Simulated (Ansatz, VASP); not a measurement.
# SiBi: VASP beside Ansatz

The input INCAR:

```
PREC = Accurate
ENCUT = 520
EDIFF = 1E-7
ISMEAR = 0
SIGMA = 0.1
LREAL = False
LASPH = True
NELM = 100
ALGO = Normal
ISIF = 2
LWAVE = False
LCHARG = False
GGA = PE
NBANDS = 16
```

File KPOINTS:

```
regular mesh
0
Gamma
  6 6 6
```

Contents of POSCAR:

```
SiBi
1.0
    3.6056981874      0.0000000000      0.0000000000
    0.0000000000      3.6056981874      0.0000000000
    0.0000000000      0.0000000000      3.6056981874
Si Bi
1 1
Direct
    0.0000000000      0.0000000000      0.0000000000
    0.5000000000      0.5000000000      0.5000000000
```

Input for Ansatz:

```yaml
crystal:
  lattice:
    - [3.6056981874, 0.0, 0.0]
    - [0.0, 3.6056981874, 0.0]
    - [0.0, 0.0, 3.6056981874]
  atoms:
    - { symbol: Si, position: [0.0, 0.0, 0.0] }
    - { symbol: Bi, position: [0.5, 0.5, 0.5] }
basis:
  ecutwfc: 420
kpoints:
  mp_grid: { grid: [6, 6, 6] }
hamiltonian:
  xc: pbe
scf:
  occupations: { method: gaussian, width: 0.1 }
  lower_state_search: "off"
output:
  forces: true
  stress: true
  eigenvalues: true
```

Alike in both runs: task single point; functional PBE; k mesh 6 × 6 × 6; occupations gaussian, width 0.1 eV; no spin polarisation.

|  | VASP | Ansatz |
| --- | --- | --- |
| version | VASP 6.6.1 | Ansatz 0.2.0 |
| potentials or method | VASP PAW PBE potentials, release 64 (Si, Bi_d), cutoff 520 eV | scalar-relativistic, plane waves, PAW |
| valence electrons in the cell | 19 | 19 |

```csv
,VASP,Ansatz,Ansatz less VASP
gap on the k mesh at the Fermi level (eV),none,none,-
pressure (GPa),1.1,1.1,+0.02
```

A gap of «none» marks a metal or a gap that the smearing closes.

Spin-orbit coupling is off throughout.
